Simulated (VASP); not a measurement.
# BN in VASP: further runs

Runs on BN. Level: PBE. Tasks: single point.

All numbers are computed with VASP 6.6.1; they aren't measurements. Logs are shortened: lines on timing, memory, paths and dates and some standing lists are left out, and cuts for length are marked.

### Step 1. The cell of the first run

The structure is monoclinic, space group C2/m (No. 12). Conventional cell: a = 4.350 Å, b = 2.512 Å, c = 16.938 Å, α = 90.00°, β = 96.14°, γ = 90.00°. B (site symmetry m) has 3 N at 1.45 Å within 1.9 Å. B (site symmetry m) has 3 N at 1.45 Å within 1.9 Å. Within 1.9 Å of N (site symmetry m) lie 3 B at 1.45 Å. Within 1.9 Å of N (site symmetry m) lie 3 B at 1.45 Å.

### Step 2. Single point, PBE (the part above a cut slid along it)

Input file INCAR:

```
SYSTEM = BN
PREC = Accurate ; ENCUT = 600
EDIFF = 1E-6 ; ISMEAR = 0
SIGMA = 0.05 ; LREAL = .False.
LASPH = .True. ; NELM = 120
ALGO = Normal ; ISIF = 2
LWAVE = .False. ; LCHARG = .False.
GGA = PE ; NBANDS = 26
ISYM = 0 ; GGA_COMPAT = .False.
```

Input file KPOINTS:

```
Automatic mesh
0
Gamma
  10 10 2
  0 0 0
```

Input file POSCAR:

```
BN
1.0
   -2.5116193520      0.0000000000      0.0000000000
   -1.2558096760     -2.1751261634      0.0000000000
   -0.9418572570     -0.9063025681     16.8407423124
B N
4 4
Direct
    0.1875000000     -0.0312500000      0.8750000000
    0.2708333333      0.1770833333      0.3750000000
    0.6458333333      0.6145833333      0.1250000000
    0.5625000000      0.4062500000      0.6250000000
    0.3125000000      0.2812500000      0.1250000000
    0.2291666667      0.0729166667      0.6250000000
    0.5208333333      0.3020833333      0.8750000000
    0.6041666667      0.5104166667      0.3750000000
```

Potentials or basis: VASP PAW PBE potentials, release 64 (B, N).

Started as:

```sh
$ cat potpaw_PBE.64/B/POTCAR potpaw_PBE.64/N/POTCAR > POTCAR
$ mpirun -np 1 vasp_std > vasp.out
```

OUTCAR:

```text
SYSTEM = BN
   PREC = Accurate
   ENCUT = 600
   EDIFF = 1E-6
   ISMEAR = 0
   LREAL = .False.
   LASPH = .True.
   NELM = 120
   ISIF = 2
   GGA = PE
   ISYM = 0

 ion  position               nearest neighbor table
   1  0.188  0.969  0.875-   7 1.45   7 1.45   7 1.45
   2  0.271  0.177  0.375-   8 1.45   8 1.45   8 1.45
   3  0.646  0.615  0.125-   5 1.45   5 1.45   5 1.45
   4  0.562  0.406  0.625-   6 1.45   6 1.45   6 1.45
   5  0.312  0.281  0.125-   3 1.45   3 1.45   3 1.45
   6  0.229  0.073  0.625-   4 1.45   4 1.45   4 1.45
   7  0.521  0.302  0.875-   1 1.45   1 1.45   1 1.45
   8  0.604  0.510  0.375-   2 1.45   2 1.45   2 1.45

IMPORTANT INFORMATION: All symmetrisations will be switched off!
NOSYMM: (Re-)initialisation of all symmetry stuff for point group C_1.

----------------------------------------------------------------------------------------

                                     Primitive cell

  volume of cell :      92.0025

  direct lattice vectors                    reciprocal lattice vectors
    -2.511619352  0.000000000  0.000000000    -0.398149504  0.229871723 -0.009896634
    -1.255809676 -2.175126163  0.000000000     0.000000000 -0.459743447 -0.024741586
    -0.941857257 -0.906302568 16.840742312     0.000000000  0.000000000  0.059379805

  length of vectors
     2.511619352  2.511619352 16.891390738     0.459849954  0.460408713  0.059379805

  position of ions in fractional coordinates (direct lattice)
     0.187500000  0.968750000  0.875000000
     0.270833333  0.177083333  0.375000000
     0.645833333  0.614583333  0.125000000
     0.562500000  0.406250000  0.625000000
     0.312500000  0.281250000  0.125000000
     0.229166667  0.072916667  0.625000000
     0.520833333  0.302083333  0.875000000
     0.604166667  0.510416667  0.375000000

  ion indices of the primitive-cell ions
   primitive index   ion index
                 1           1
                 2           2
                 3           3
                 4           4
                 5           5
                 6           6
                 7           7
                 8           8

----------------------------------------------------------------------------------------

 KPOINTS: Automatic mesh

Automatic generation of k-mesh.
 Grid dimensions read from file:
 generate k-points for:   10   10    2

 Generating k-lattice:

  Cartesian coordinates                     Fractional coordinates (reciprocal lattice)
    -0.039814950  0.022987172 -0.000989663     0.100000000  0.000000000  0.000000000
     0.000000000 -0.045974345 -0.002474159     0.000000000  0.100000000 -0.000000000
     0.000000000  0.000000000  0.029689903     0.000000000  0.000000000  0.500000000

  Length of vectors
     0.045984995  0.046040871  0.029689903

  Shift w.r.t. Gamma in fractional coordinates (k-lattice)
     0.000000000  0.000000000  0.000000000

 -----------------------------------------------------------------------------
|                                                                             |
|           W    W    AA    RRRRR   N    N  II  N    N   GGGG   !!!           |
|           W    W   A  A   R    R  NN   N  II  NN   N  G    G  !!!           |
|           W    W  A    A  R    R  N N  N  II  N N  N  G       !!!           |
|           W WW W  AAAAAA  RRRRR   N  N N  II  N  N N  G  GGG   !            |
|           WW  WW  A    A  R   R   N   NN  II  N   NN  G    G                |
|           W    W  A    A  R    R  N    N  II  N    N   GGGG   !!!           |
|                                                                             |
|     Your reciprocal lattice and k-lattice belong to different lattice       |
|     classes:                                                                |
|                                                                             |
|        The reciprocal lattice is base-centered monoclinic,                  |
|        whereas your k-lattice is triclinic.                                 |
|                                                                             |
|     Results are often still useful ...                                      |
|                                                                             |
 -----------------------------------------------------------------------------

 WARNING: IBZKPT: internal override: KBLOWUP is changed to .FALSE.
      ... skipping the blow-up phase ...

 Subroutine IBZKPT returns following result:
 ===========================================

 Found    104 irreducible k-points:

 Following reciprocal coordinates:
            Coordinates               Weight
  0.000000  0.000000  0.000000      1.000000
  0.100000  0.000000 -0.000000      2.000000
  0.200000  0.000000 -0.000000      2.000000
  0.300000  0.000000  0.000000      2.000000
  0.400000  0.000000  0.000000      2.000000
  0.500000  0.000000 -0.000000      1.000000
[... 16 lines left out ...]
 -0.400000  0.200000  0.000000      2.000000
 -0.300000  0.200000 -0.000000      2.000000
 [... further k-points ...]
   k-points           NKPTS =    104   k-points in BZ     NKDIM =    104   number of bands    NBANDS=     26
   number of dos      NEDOS =    301   number of ions     NIONS =      8
   total plane-waves  NPLWV =  56000
   dimension x,y,z NGX =    20 NGY =   20 NGZ =  140
   dimension x,y,z NGXF=    40 NGYF=   40 NGZF=  280
   ions per type =               4   4
   NGX,Y,Z   is equivalent  to a cutoff of  13.24, 13.24, 13.78 a.u.
   NGXF,Y,Z  is equivalent  to a cutoff of  26.48, 26.48, 27.56 a.u.
 SYSTEM =  BN
   PREC   = accura    normal or accurate (medium, high low for compatibility)
   ISTART =      0    job   : 0-new  1-cont  2-samecut
   ICHARG =      2    charge: 1-file 2-atom 10-const
   ISPIN  =      1    spin polarized calculation?
   LNONCOLLINEAR =      F non collinear calculations
   LSORBIT =      F    spin-orbit coupling
   LASPH  =      T    aspherical Exc in radial PAW
   ENCUT  =  600.0 eV  44.10 Ry    6.64 a.u.   5.02  5.02 33.74*2*pi/ulx,y,z
   NELM   =    120;   NELMIN=  2; NELMDL= -5     # of ELM steps
   EDIFF  = 0.1E-05   stopping-criterion for ELM
   LREAL  =      F    real-space projection
   EDIFFG = 0.1E-04   stopping-criterion for IOM
   NSW    =      0    number of steps for IOM
   IBRION =     -1    ionic relax: 0-MD 1-quasi-New 2-CG
   NFREE  =      0    steps in history (QN), initial steepest desc. (CG)
   ISIF   =      2    stress and relaxation
   ISYM   =      0    0-nonsym 1-usesym 2-fastsym
   POTIM  = 0.5000    time-step for ionic-motion
   TEBEG  =    0.0;   TEEND  =   0.0 temperature during run
   PSTRESS=    0.0 pullay stress
   NELECT =      32.0000    total number of electrons
   NUPDOWN=      -1.0000    fix difference up-down
   EMIN   =  10.00;   EMAX   =-10.00  energy-range for DOS
   EFERMI =   0.00;   METHOD = LEGACY
   ISMEAR =     0;   SIGMA  =   0.05  broadening in eV -4-tet -1-fermi 0-gaus
   EFERMI_NEDOS =   21; number of points for ismear=-14 and -15
   IALGO  =     38    algorithm
   IMIX   =      4    mixing-type and parameters
     AMIX     =   0.40;   BMIX     =  1.00
     AMIX_MAG =   1.60;   BMIX_MAG =  1.00
  volume/ion in A,a.u.               =      11.50        77.61
  Fermi-wavevector in a.u.,A,eV,Ry     =   1.151308  2.175657 18.034671  1.325511
  Thomas-Fermi vector in A             =   2.287967
   LORBIT       =      0    0 simple, 1 ext, 2 COOP (PROOUT), +10 PAW based schemes
   GGA     = PE    functional components
   LHFCALC =     F    Hartree Fock is set to
   AEXX    =    0.0000 exact exchange contribution
   IVDW    =     0    specifies the selected vdW correction
   LEPSILON=     F    determine dielectric tensor
   LRPA    =     F    only Hartree local field effects (RPA)
 non-spin polarized calculation
 Gauss-broadening in eV      SIGMA  =   0.05
  energy-cutoff  :      600.00
  volume of cell :       92.00
 maximum number of plane-waves:      3110
   NGX =  9   NGY =  9   NGZ = 67

 number of electron      31.9999998 magnetization

 Free energy of the ion-electron system (eV)
  ---------------------------------------------------
  ext. energy  EPLUGINS =         0.00000000
  ---------------------------------------------------
  free energy    TOTEN  =       -70.42605724 eV

  energy without entropy =      -70.42605724  energy(sigma->0) =      -70.42605724

 E-fermi :   0.7200     XC(G=0):  -8.5252

 val. band max:        0.4366777777   @ k =  -0.3000   0.3000   0.0000
 cond. band min:       4.9251404396   @ k =   0.0000   0.0000   0.0000
 fundamental gap:      4.4884626619
 Fermi energy:         0.7199568400

 k-point     1 :       0.0000    0.0000    0.0000
  band No.  band energies     occupation
      1     -17.0870      2.00000
      2     -17.0685      2.00000
      3     -17.0685      2.00000
      4     -17.0498      2.00000
      5      -4.9308      2.00000
      6      -4.6618      2.00000
[... 18 lines left out ...]
     25      12.0673      0.00000
     26      12.0722      0.00000

 k-point     2 :       0.1000    0.0000   -0.0000
  band No.  band energies     occupation
      1     -16.8957      2.00000
      2     -16.8782      2.00000
      3     -16.8773      2.00000
      4     -16.8596      2.00000
      5      -4.6700      2.00000
      6      -4.4129      2.00000
[... 18 lines left out ...]
     25      12.1337      0.00000
     26      12.2567      0.00000

 k-point     3 :       0.2000    0.0000   -0.0000
  band No.  band energies     occupation
      1     -16.3380      2.00000
      2     -16.3225      2.00000
      3     -16.3207      2.00000
      4     -16.3051      2.00000
      5      -3.9043      2.00000
      6      -3.6750      2.00000
[... 572 lines left out ...]
 k-point    23 :      -0.4000    0.2000    0.0000
  band No.  band energies     occupation
      1     -13.6856      2.00000
      2     -13.6821      2.00000
      3     -13.6805      2.00000
      4     -13.6774      2.00000
      5      -7.8585      2.00000
      6      -7.8522      2.00000
[... 18 lines left out ...]
     25      13.0540      0.00000
     26      13.1124      0.00000

 k-point    24 :      -0.3000    0.2000   -0.0000
  band No.  band energies     occupation
      1     -14.1262      2.00000
      2     -14.1186      2.00000
      3     -14.1177      2.00000
      4     -14.1102      2.00000
      5      -7.2346      2.00000
      6      -7.2290      2.00000
[... 18 lines left out ...]
     25      13.2262      0.00000
     26      13.6026      0.00000

 [... further k-points ...]

------------------------ aborting loop because EDIFF is reached ----------------------------------------

  FORCE on cell =-STRESS in cart. coord.  units (eV):
  Direction    XX          YY          ZZ          XY          YZ          ZX
  --------------------------------------------------------------------------------------
  -------------------------------------------------------------------------------------
  Total        0.0798204      0.0793292     -0.0846554     -0.0004096     -0.0026387      0.0046101
  in kB        1.3900329      1.3814792     -1.4742312     -0.0071326     -0.0459520      0.0802831
  external PRESSURE =       0.4324269 kB  Pullay stress =       0.0000000 kB

 VOLUME and BASIS-vectors are now :
 -----------------------------------------------------------------------------
  energy-cutoff  :      600.00
  volume of cell :       92.00
      direct lattice vectors                 reciprocal lattice vectors
    -2.511619352  0.000000000  0.000000000    -0.398149504  0.229871723 -0.009896634
    -1.255809676 -2.175126163  0.000000000     0.000000000 -0.459743447 -0.024741586
    -0.941857257 -0.906302568 16.840742312     0.000000000  0.000000000  0.059379805

 POSITION                                       TOTAL-FORCE (eV/Angst)
 -----------------------------------------------------------------------------------
     -2.51162     -2.90017     14.73565         0.000426     -0.000245     -0.003606
     -1.25581     -0.72504      6.31528         0.000016     -0.000006      0.000010
     -2.51162     -1.45008      2.10509        -0.000399      0.000226      0.003637
     -2.51162     -1.45008     10.52546         0.000014     -0.000006      0.000015
     -1.25581     -0.72504      2.10509         0.001413     -0.000815      0.001339
     -1.25581     -0.72504     10.52546         0.000035     -0.000040      0.000028
     -2.51162     -1.45008     14.73565        -0.001500      0.000888     -0.001371
     -2.51162     -1.45008      6.31528        -0.000005     -0.000002     -0.000052
 -----------------------------------------------------------------------------------
    total drift:                               -0.000117      0.000056     -0.000098

  FREE ENERGIE OF THE ION-ELECTRON SYSTEM (eV)
  ---------------------------------------------------
  free  energy   TOTEN  =       -70.4260572433 eV

  energy  without entropy=      -70.4260572433  energy(sigma->0) =      -70.42605724
```

It took 3.5 min on 1 thread of Oxide Virtual Turin-like, shared host; peak memory 0.34 GiB.

What came out:

| Property | Result |
| --- | --- |
| Free energy | -70.4261 eV |
| Pressure | 0.0 GPa |
| Largest force | 0.004 eV/Å |
| Band gap on the k mesh | 4.49 eV (least direct gap 4.83 eV) |

Forces in eV/Å, atoms in the order of the input:
```
B    0.000  0.000 -0.004
B    0.000  0.000  0.000
B    0.000  0.000  0.004
B    0.000  0.000  0.000
N    0.001 -0.001  0.001
N    0.000  0.000  0.000
N   -0.002  0.001 -0.001
N    0.000  0.000  0.000
```

Stress tensor (GPa, compression positive):
```
 0.14  0.00  0.01
 0.00  0.14  0.00
 0.01  0.00 -0.15
```

Caveat: the cell differs from its parent crystal (the part above a cut slid along it); this functional lacks dispersion, which binds layers or chains, so the pressure and a relaxed spacing across them are unreliable. A k mesh can miss the band edges.

### Step 3. Single point, PBE (the part above a cut slid along it)

Input file INCAR:

```
PREC = Accurate
ENCUT = 600
EDIFF = 1E-6
ISMEAR = 0
SIGMA = 0.05
LREAL = F
LASPH = T
NELM = 120
ALGO = Normal
ISIF = 2
LWAVE = F
LCHARG = F
GGA = PE
NBANDS = 26
GGA_COMPAT = F
```

Input file KPOINTS:

```
regular mesh
0
Gamma
  10 10 2
```

Input file POSCAR:

```
BN
1.0
   -2.5116193520      0.0000000000      0.0000000000
   -1.2558096760     -2.1751261634      0.0000000000
   -0.7325556443     -0.5437815409     16.8407423124
B N
4 4
Direct
    0.1875000000      0.1145833333      0.8750000000
    0.2708333333      0.2395833333      0.3750000000
    0.6458333333      0.6354166667      0.1250000000
    0.5625000000      0.5104166667      0.6250000000
    0.3125000000      0.3020833333      0.1250000000
    0.2291666667      0.1770833333      0.6250000000
    0.5208333333      0.4479166667      0.8750000000
    0.6041666667      0.5729166667      0.3750000000
```

Potentials or basis: VASP PAW PBE potentials, release 64 (B, N).

Started as:

```sh
$ cat potpaw_PBE.64/B/POTCAR potpaw_PBE.64/N/POTCAR > POTCAR
$ mpirun -np 1 vasp_std > vasp.out
```

Run time: 5.2 min. Hardware: 1 thread of Oxide Virtual Turin-like, shared host; peak memory 0.34 GiB.

Results (log left out):

| Quantity | Value |
| --- | --- |
| Free energy | -70.4264 eV |
| Pressure | 0.0 GPa |
| Band gap on the k mesh | 4.49 eV (least direct gap 4.85 eV) |

Forces on the atoms (eV/Å):
```
B    0.000  0.000 -0.003
B    0.000  0.000  0.000
B    0.000  0.000  0.003
B    0.000  0.000  0.000
N    0.002  0.001  0.001
N    0.000  0.000  0.000
N   -0.002 -0.001 -0.001
N    0.000  0.000  0.000
```

Stress tensor (GPa, compression positive):
```
 0.14  0.00  0.01
 0.00  0.14  0.01
 0.01  0.01 -0.16
```

Levels at points of the mesh, in eV from the valence-band top:
```
           k point  band 14  band 15  band 16  band 17  band 18  band 19
(0.00, 0.00, 0.00)    -1.24    -1.24    -1.24     4.49     5.74     5.74
(0.50, 0.00, 0.00)    -0.80    -0.78    -0.67     4.66     4.85     4.91
(0.00, 0.50, 0.00)    -0.80    -0.78    -0.67     4.64     4.85     4.92
(0.50, 0.50, 0.00)    -0.84    -0.74    -0.71     4.72     4.75     5.04
(0.00, 0.00, 0.50)    -1.24    -1.24    -1.24     4.82     4.83     6.98
(0.50, 0.00, 0.50)    -0.87    -0.71    -0.70     4.69     4.75     5.03
(0.00, 0.50, 0.50)    -0.87    -0.71    -0.70     4.67     4.76     5.03
(0.50, 0.50, 0.50)    -0.81    -0.77    -0.69     4.67     4.87     4.90
```

Caveat: the cell differs from its parent crystal (the part above a cut slid along it).
